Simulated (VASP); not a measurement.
# Sb (I4/mmm) in VASP: notebook

Aim: see how the results for Sb move with the level of theory and the settings. Levels: PBEsol-based global hybrid with 25 % exact exchange, PBE0. Tasks: single point, relaxation of cell and atoms.

Program: VASP 6.6.1. These are calculated values, not measurements. Logs are shortened: lines on timing, memory, paths and dates and some standing lists are left out, and cuts for length are marked.

### Step 1. The cell of the first run

Symmetry: I4/mmm, No. 139, tetragonal system. Conventional cell: a = 3.136 Å, b = 3.136 Å, c = 5.256 Å, α = 90.00°, β = 90.00°, γ = 90.00°. Within 4.1 Å of Sb (site symmetry 4/mmm) lie 12 Sb at 3.14 to 3.44 Å.

### Step 2. Single point, PBEsol-based global hybrid with 25 % exact exchange

Contents of POSCAR:

```
Sb
1.0
   -1.5680620604      1.5680620604      2.6280774284
    1.5680620604     -1.5680620604      2.6280774284
    1.5680620604      1.5680620604     -2.6280774284
Sb
1
Direct
    0.0000000000      0.0000000000      0.0000000000
```

Contents of INCAR.step1:

```
ALGO = Normal
EDIFF = 1E-5
ENCUT = 400
GGA = PE
GGA_COMPAT = F
ISIF = 2
ISMEAR = -1
LASPH = T
LREAL = F
LWAVE = T
NBANDS = 14
NELM = 120
PREC = Accurate
SIGMA = 0.05
```

Contents of INCAR.step2:

```
AEXX = 0.25
ALGO = Normal
EDIFF = 1E-6
ENCUT = 400
GGA = PS
GGA_COMPAT = F
ISIF = 2
ISMEAR = -1
ISTART = 1
LASPH = T
LCHARG = T
LELF = T
LHFCALC = T
LREAL = F
LVHAR = T
LWAVE = F
NBANDS = 14
NELM = 120
PREC = Accurate
PRECFOCK = Normal
SIGMA = 0.05
```

Contents of KPOINTS:

```
k-points
0
Gamma
  6 6 6
```

Potentials or basis: VASP PAW PBE potentials, release 64 (Sb_d_GW).

On the command line:

```console
$ cat potpaw_PBE.64/Sb_d_GW/POTCAR > POTCAR
$ cp INCAR.step1 INCAR
$ mpirun -np 1 vasp_std > vasp.out
$ cp INCAR.step2 INCAR
$ mpirun -np 1 vasp_std > vasp.out
```

OUTCAR:

```text
AEXX = 0.25
   EDIFF = 1E-6
   ENCUT = 400
   GGA = PS
   ISIF = 2
   ISMEAR = -1
   ISTART = 1
   LASPH = T
   LHFCALC = T
   LREAL = F
   NELM = 120
   PREC = Accurate
   PRECFOCK = Normal

 ion  position               nearest neighbor table
   1  0.000  0.000  0.000-

  LATTYP: Found a body centered tetragonal cell.
 ALAT       =     3.1361241208
 C/A-ratio  =     1.6760034534

  Lattice vectors:

 A1 = (  -1.5680620604,   1.5680620604,   2.6280774284)
 A2 = (   1.5680620604,  -1.5680620604,   2.6280774284)
 A3 = (   1.5680620604,   1.5680620604,  -2.6280774284)

Analysis of symmetry for initial positions (statically):
=====================================================================
 Subroutine PRICEL returns:
 Original cell was already a primitive cell.

 Routine SETGRP: Setting up the symmetry group for a
 body centered tetragonal supercell.

 Subroutine GETGRP returns: Found 16 space group operations
 (whereof 16 operations were pure point group operations)
 out of a pool of 16 trial point group operations.

The static configuration has the point symmetry D_4h.

Analysis of symmetry for dynamics (positions and initial velocities):
=====================================================================
 Subroutine PRICEL returns:
 Original cell was already a primitive cell.

 Routine SETGRP: Setting up the symmetry group for a
 body centered tetragonal supercell.

 Subroutine GETGRP returns: Found 16 space group operations
 (whereof 16 operations were pure point group operations)
 out of a pool of 16 trial point group operations.

The dynamic configuration has the point symmetry D_4h.

 Subroutine INISYM returns: Found 16 space group operations
 (whereof 16 operations are pure point group operations),
 and found     1 'primitive' translations

----------------------------------------------------------------------------------------

                                     Primitive cell

  volume of cell :      25.8479

  direct lattice vectors                    reciprocal lattice vectors
    -1.568062060  1.568062060  2.628077428     0.000000000  0.318864931  0.190253147
     1.568062060 -1.568062060  2.628077428     0.318864931  0.000000000  0.190253147
     1.568062060  1.568062060 -2.628077428     0.318864931  0.318864931  0.000000000

  length of vectors
     3.438666634  3.438666634  3.438666634     0.371309983  0.371309983  0.450943109

  position of ions in fractional coordinates (direct lattice)
     0.000000000  0.000000000  0.000000000

  ion indices of the primitive-cell ions
   primitive index   ion index
                 1           1

----------------------------------------------------------------------------------------

 KPOINTS: k-points

Automatic generation of k-mesh.
 Grid dimensions read from file:
 generate k-points for:    6    6    6

 Generating k-lattice:

  Cartesian coordinates                     Fractional coordinates (reciprocal lattice)
     0.000000000  0.053144155  0.031708858     0.166666667  0.000000000  0.000000000
     0.053144155  0.000000000  0.031708858     0.000000000  0.166666667  0.000000000
     0.053144155  0.053144155  0.000000000     0.000000000  0.000000000  0.166666667

  Length of vectors
     0.061884997  0.061884997  0.075157185

  Shift w.r.t. Gamma in fractional coordinates (k-lattice)
     0.000000000  0.000000000  0.000000000

 Subroutine IBZKPT returns following result:
 ===========================================

 Found     30 irreducible k-points:

 Following reciprocal coordinates:
            Coordinates               Weight
  0.000000  0.000000  0.000000      1.000000
  0.166667  0.000000 -0.000000      8.000000
  0.333333  0.000000  0.000000      8.000000
  0.500000 -0.000000  0.000000      4.000000
  0.166667  0.166667 -0.000000      8.000000
  0.333333  0.166667  0.000000     16.000000
[... 16 lines left out ...]
 -0.333333 -0.333333  0.166667      8.000000
 -0.166667 -0.333333  0.166667      8.000000
 [... further k-points ...]
   k-points           NKPTS =     30   k-points in BZ     NKDIM =    216   number of bands    NBANDS=     14
   number of dos      NEDOS =    301   number of ions     NIONS =      1
   total plane-waves  NPLWV =  13824
   dimension x,y,z NGX =    24 NGY =   24 NGZ =   24
   dimension x,y,z NGXF=    48 NGYF=   48 NGZF=   48
   ions per type =               1
   NGX,Y,Z   is equivalent  to a cutoff of  11.60, 11.60, 11.60 a.u.
   NGXF,Y,Z  is equivalent  to a cutoff of  23.21, 23.21, 23.21 a.u.
 SYSTEM =  unknown system
   PREC   = accura    normal or accurate (medium, high low for compatibility)
   ISTART =      1    job   : 0-new  1-cont  2-samecut
   ICHARG =      0    charge: 1-file 2-atom 10-const
   ISPIN  =      1    spin polarized calculation?
   LNONCOLLINEAR =      F non collinear calculations
   LSORBIT =      F    spin-orbit coupling
   LASPH  =      T    aspherical Exc in radial PAW
   ENCUT  =  400.0 eV  29.40 Ry    5.42 a.u.   5.61  5.61  5.61*2*pi/ulx,y,z
   NELM   =    120;   NELMIN=  2; NELMDL=  0     # of ELM steps
   EDIFF  = 0.1E-05   stopping-criterion for ELM
   LREAL  =      F    real-space projection
   EDIFFG = 0.1E-04   stopping-criterion for IOM
   NSW    =      0    number of steps for IOM
   IBRION =     -1    ionic relax: 0-MD 1-quasi-New 2-CG
   NFREE  =      0    steps in history (QN), initial steepest desc. (CG)
   ISIF   =      2    stress and relaxation
   ISYM   =      3    0-nonsym 1-usesym 2-fastsym
   POTIM  = 0.5000    time-step for ionic-motion
   TEBEG  =    0.0;   TEEND  =   0.0 temperature during run
   PSTRESS=    0.0 pullay stress
   NELECT =      15.0000    total number of electrons
   NUPDOWN=      -1.0000    fix difference up-down
   EMIN   =  10.00;   EMAX   =-10.00  energy-range for DOS
   EFERMI =   0.00;   METHOD = LEGACY
   ISMEAR =    -1;   SIGMA  =   0.05  broadening in eV -4-tet -1-fermi 0-gaus
   EFERMI_NEDOS =   21; number of points for ismear=-14 and -15
   IALGO  =     38    algorithm
   IMIX   =      1    mixing-type and parameters
     AMIX     =   0.40;   BMIX     =  1.00
     AMIX_MAG =   1.60;   BMIX_MAG =  1.00
  volume/ion in A,a.u.               =      25.85       174.43
  Fermi-wavevector in a.u.,A,eV,Ry     =   1.365517  2.580453 25.369913  1.864636
  Thomas-Fermi vector in A             =   2.491738
   LORBIT       =      0    0 simple, 1 ext, 2 COOP (PROOUT), +10 PAW based schemes
   GGA     = PS    functional components
   LHFCALC =     T    Hartree Fock is set to
   PRECFOCK=normal    Normal, Fast or Accurate (Low or Medium for compatibility)
   ENCUT4O =  -1.0   cutoff for four orbital integrals eV
   NKREDX  =     1    reduce k-point grid by
   NKREDY  =     1    reduce k-point grid by
   NKREDZ  =     1    reduce k-point grid by
   AEXX    =    0.2500 exact exchange contribution
   HFSCREEN=    0.0000 screening length (either q_TF or 0.3 A-1)
   HFSCREENC=   0.0000 screening length for correlation (either q_TF or 0.3 A-1)
   ENCUTFOCK=  -1.0 apply spherical cutoff to Coloumb kernel
   IVDW    =     0    specifies the selected vdW correction
   LEPSILON=     F    determine dielectric tensor
   LRPA    =     F    only Hartree local field effects (RPA)
 non-spin polarized calculation
  energy-cutoff  :      400.00
  volume of cell :       25.85
 maximum number of plane-waves:       485
 NGX is ok and might be reduce to    24
  NGX = 18; NGY = 18; NGZ = 18

 number of electron      15.0000010 magnetization

 Free energy of the ion-electron system (eV)
  ---------------------------------------------------
  ext. energy  EPLUGINS =         0.00000000
  ---------------------------------------------------
  free energy    TOTEN  =        -5.48570834 eV

  energy without entropy =       -5.48387873  energy(sigma->0) =       -5.48479353

 E-fermi :   7.2656     XC(G=0):  -8.6405

 val. band max:        6.4324280854   @ k =  -0.3333   0.3333   0.0000
 cond. band min:       7.4037019788   @ k =   0.5000   0.3333   0.0000
 fundamental gap:      0.9712738934
 Fermi energy:         7.2655781924

 k-point     1 :       0.0000    0.0000    0.0000
  band No.  band energies     occupation
      1     -25.6602      2.00000
      2     -25.6338      2.00000
      3     -25.5972      2.00000
      4     -25.5972      2.00000
      5     -25.5075      2.00000
      6      -8.6558      2.00000
      7      12.8776      0.00000
      8      13.4224      0.00000
      9      13.4224      0.00000
     10      17.9739      0.00000
     11      18.2982      0.00000
     12      19.2067      0.00000
     13      19.2067      0.00000
     14      19.5864      0.00000

 k-point     2 :       0.1667    0.0000   -0.0000
  band No.  band energies     occupation
      1     -25.6470      2.00000
      2     -25.6178      2.00000
      3     -25.5970      2.00000
      4     -25.5880      2.00000
      5     -25.5155      2.00000
      6      -8.0157      2.00000
      7       9.0331      0.00000
      8      11.7456      0.00000
      9      13.2349      0.00000
     10      16.1487      0.00000
     11      17.6703      0.00000
     12      20.2555      0.00000
     13      20.2715      0.00000
     14      21.9554      0.00000

 k-point     3 :       0.3333    0.0000    0.0000
  band No.  band energies     occupation
      1     -25.6497      2.00000
      2     -25.6150      2.00000
      3     -25.5755      2.00000
      4     -25.5389      2.00000
      5     -25.5268      2.00000
      6      -6.1368      2.00000
      7       2.7708      2.00000
      8      10.0815      0.00000
      9      13.0810      0.00000
     10      14.6864      0.00000
     11      17.4266      0.00000
     12      20.0430      0.00000
     13      20.1986      0.00000
     14      23.4428      0.00000

 k-point     4 :       0.5000   -0.0000    0.0000
  band No.  band energies     occupation
      1     -25.6546      2.00000
      2     -25.6167      2.00000
      3     -25.5753      2.00000
      4     -25.5262      2.00000
      5     -25.5033      2.00000
      6      -4.0706      2.00000
      7      -0.7060      2.00000
      8       9.4329      0.00000
      9      13.0975      0.00000
     10      14.1793      0.00000
     11      18.0671      0.00000
     12      18.5537      0.00000
     13      19.0935      0.00000
     14      26.0308      0.00000

 k-point     5 :       0.1667    0.1667   -0.0000
  band No.  band energies     occupation
      1     -25.6245      2.00000
      2     -25.6150      2.00000
      3     -25.5912      2.00000
      4     -25.5777      2.00000
      5     -25.5218      2.00000
      6      -7.0502      2.00000
      7       7.5630      0.00521
      8       8.4117      0.00000
      9      11.2048      0.00000
     10      16.7466      0.00000
     11      17.5518      0.00000
[... 276 lines left out ...]
 k-point    22 :      -0.1667    0.5000    0.1667
  band No.  band energies     occupation
      1     -25.6545      2.00000
      2     -25.6031      2.00000
      3     -25.5610      2.00000
      4     -25.5423      2.00000
      5     -25.5200      2.00000
      6      -4.4109      2.00000
      7       0.8605      2.00000
      8       5.5919      2.00000
      9      11.6658      0.00000
     10      15.4536      0.00000
     11      18.6548      0.00000
     12      21.4713      0.00000
     13      21.9473      0.00000
     14      24.4786      0.00000

 k-point    23 :      -0.3333   -0.3333    0.1667
  band No.  band energies     occupation
      1     -25.6315      2.00000
      2     -25.6234      2.00000
      3     -25.5675      2.00000
      4     -25.5539      2.00000
      5     -25.5154      2.00000
      6      -5.1613      2.00000
      7       3.4593      2.00000
      8       5.9274      2.00000
      9       7.5510      0.00661
     10      17.8765      0.00000
     11      18.5175      0.00000
     12      21.2514      0.00000
     13      22.7716      0.00000
     14      23.5625      0.00000

 k-point    24 :      -0.1667   -0.3333    0.1667
  band No.  band energies     occupation
      1     -25.6565      2.00000
      2     -25.6277      2.00000
      3     -25.5706      2.00000
      4     -25.5646      2.00000
      5     -25.5069      2.00000
      6      -6.7064      2.00000
      7       5.2381      2.00000
      8       8.1108      0.00000
      9      11.1982      0.00000
     10      15.0959      0.00000
     11      18.1695      0.00000
     12      20.5863      0.00000
     13      23.5573      0.00000
     14      24.3888      0.00000

 [... further k-points ...]
[... 5 lines left out ...]
  --------------------------------------------------------------------------------------
  -------------------------------------------------------------------------------------
  Total       -0.0823073     -0.0823073     -0.1002271      0.0000000      0.0000000      0.0000000
  in kB       -5.1018130     -5.1018130     -6.2125697      0.0000000      0.0000000      0.0000000
  external PRESSURE =      -5.4720653 kB  Pullay stress =       0.0000000 kB

 VOLUME and BASIS-vectors are now :
 -----------------------------------------------------------------------------
  energy-cutoff  :      400.00
  volume of cell :       25.85
      direct lattice vectors                 reciprocal lattice vectors
    -1.568062060  1.568062060  2.628077428     0.000000000  0.318864931  0.190253147
     1.568062060 -1.568062060  2.628077428     0.318864931  0.000000000  0.190253147
     1.568062060  1.568062060 -2.628077428     0.318864931  0.318864931  0.000000000

 POSITION                                       TOTAL-FORCE (eV/Angst)
 -----------------------------------------------------------------------------------
      0.00000      0.00000      0.00000         0.000000      0.000000      0.000000
 -----------------------------------------------------------------------------------
    total drift:                                0.000000      0.000000     -0.000001

  FREE ENERGIE OF THE ION-ELECTRON SYSTEM (eV)
  ---------------------------------------------------
  free  energy   TOTEN  =        -5.4857083366 eV

  energy  without entropy=       -5.4838787301  energy(sigma->0) =       -5.48479353
```

Wall time 25 min (1 thread of AMD EPYC 7R13 (Zen 3), shared host); peak memory 0.13 GiB.

Results:

| Quantity | Value |
| --- | --- |
| Free energy | -5.4857 eV |
| Pressure | -0.5 GPa |
| Band gap on the k mesh | zero (an odd number of electrons rules out a gap without spin polarisation) |

Stress tensor (GPa, compression positive):
```
-0.51  0.00  0.00
 0.00 -0.51  0.00
 0.00  0.00 -0.62
```

Caveat: the k points lie up to 0.39 Å⁻¹ apart, too coarse for converged energies and pressures of a metal; the PAW data sets were made with another functional, which shifts forces and pressure a little; spin-orbit coupling is left out, which moves the levels of the heavy elements; an odd number of electrons without spin polarisation forces a metal; a magnetic or distorted state may lie lower.

(Continued in part 2 of 2.)

The gap in the log of VASP goes by the Fermi energy; the results here count the filled bands.